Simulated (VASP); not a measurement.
Here is a VASP 6.6.1 calculation.

INCAR

```
PREC = Accurate
ENCUT = 520
EDIFF = 1E-7
ISMEAR = 0
SIGMA = 0.1
LREAL = False
LASPH = True
NELM = 60
ALGO = Normal
ISIF = 2
LWAVE = False
LCHARG = True
GGA = PS
LELF = True
LVHAR = True
NBANDS = 13
```

The input KPOINTS:

```
regular mesh
0
Gamma
  18 18 18
```

Contents of POSCAR:

```
W
1.0
    0.0000000000      1.9916533000      1.9916533000
    1.9916533000      0.0000000000      1.9916533000
    1.9916533000      1.9916533000      0.0000000000
W
1
Direct
    0.0000000000      0.0000000000      0.0000000000
```

Potentials or basis: VASP PAW PBE potentials, release 64 (W_sv).

Launch:

```bash
$ cat potpaw_PBE.64/W_sv/POTCAR > POTCAR
$ mpirun -np 1 vasp_std > vasp.out
```

Q: Estimate the band gap on the k mesh.

A: Zero (band 7 reaches 14.13 eV, above the bottom of band 8 at 10.23 eV).

Q: Predict the pressure.

A: 4.1 GPa.

Caveat: the cell differs from its parent crystal (strained); the PAW data sets were made with another functional, which shifts forces and pressure a little; spin-orbit coupling is left out, which moves the levels of the heavy elements.
